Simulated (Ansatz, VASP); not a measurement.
# Ca: VASP beside Ansatz

File POSCAR:

```
Ca
1.0
   -1.9568202410      1.9568202410      2.9352303615
    1.9568202410     -1.9568202410      2.9352303615
    1.9568202410      1.9568202410     -2.9352303615
Ca
1
Direct
    0.0000000000      0.0000000000      0.0000000000
```

The input INCAR.step1:

```
ALGO = Normal
EDIFF = 1E-4
ENCUT = 520
GGA = PE
ISMEAR = 0
LASPH = True
LCHARG = False
LREAL = False
LWAVE = True
NBANDS = 11
NELM = 60
PREC = Accurate
SIGMA = 0.15
```

Contents of INCAR.step2:

```
ALGO = Normal
EDIFF = 1E-6
ENCUT = 520
ISIF = 2
ISMEAR = 0
ISTART = 1
LASPH = True
LCHARG = False
LMIXTAU = True
LREAL = False
LWAVE = False
METAGGA = R2SCAN
NBANDS = 11
NELM = 60
PREC = Accurate
SIGMA = 0.15
```

KPOINTS

```
k-points
0
Gamma
  16 16 16
```

Input for Ansatz:

```yaml
crystal:
  lattice:
    - [-1.956820241, 1.956820241, 2.9352303615]
    - [1.956820241, -1.956820241, 2.9352303615]
    - [1.956820241, 1.956820241, -2.9352303615]
  atoms:
    - { symbol: Ca, position: [0.0, 0.0, 0.0] }
basis:
  ecutwfc: 500
kpoints:
  mp_grid: { grid: [16, 16, 16] }
hamiltonian:
  xc: r2scan
scf:
  occupations: { method: gaussian, width: 0.15 }
output:
  forces: true
  stress: true
  eigenvalues: true
```

Alike in both runs: task single point; functional r2SCAN; k mesh 16 × 16 × 16; occupations gaussian, width 0.15 eV; no spin polarisation.

|  | VASP | Ansatz |
| --- | --- | --- |
| version | VASP 6.6.1 | Ansatz 0.2.0 |
| potentials or method | VASP PAW PBE potentials, release 64 (Ca_sv), cutoff 520 eV | scalar-relativistic, plane waves, PAW |
| valence electrons in the cell | 10 | 10 |

|  | VASP | Ansatz | Ansatz less VASP |
| --- | --- | --- | --- |
| gap on the k mesh at the Fermi level (eV) | none | none | - |
| pressure (GPa) | -0.7 | -0.7 | -0.04 |
| traceless stress, the component that is largest in VASP (GPa) | -0.37 | -0.37 | 0.000 |

VASP's potentials were made for PBE, not for r2SCAN. A gap of «none» marks a metal or a gap that the smearing closes.
